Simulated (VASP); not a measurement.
A run of VASP 6.6.1 is set up as follows.

INCAR

```
SYSTEM = CaS
PREC = Accurate
ENCUT = 500
EDIFF = 1E-6
ISMEAR = 0
SIGMA = 0.02
LREAL = .FALSE.
LASPH = .TRUE.
NELM = 120
ALGO = Normal
ISIF = 2
LWAVE = .FALSE.
LCHARG = .FALSE.
GGA = PE
NBANDS = 15
GGA_COMPAT = .FALSE.
```

Contents of KPOINTS:

```
regular mesh
0
G
  8 8 8
  0 0 0
```

Contents of POSCAR:

```
CaS
1.0
    0.0000000000      2.8430000000      2.8430000000
    2.8430000000      0.0000000000      2.8430000000
    2.8430000000      2.8430000000      0.0000000000
Ca S
1 1
Direct
    0.0000000000      0.0000000000      0.0000000000
    0.5000000000      0.5000000000      0.5000000000
```

Potentials or basis: VASP PAW PBE potentials, release 64 (Ca_sv, S).

Run with:

```sh
$ cat potpaw_PBE.64/Ca_sv/POTCAR potpaw_PBE.64/S/POTCAR > POTCAR
$ mpirun -np 1 vasp_std > vasp.out
```

Question: Estimate the pressure.

Answer: 1.0 GPa.

Question: Estimate the band gap on the k mesh.

Answer: 2.35 eV, indirect (least direct gap 3.16 eV).

A k mesh can miss the band edges. Expect the measured gap to be larger: semilocal functionals such as PBE lack the derivative discontinuity.
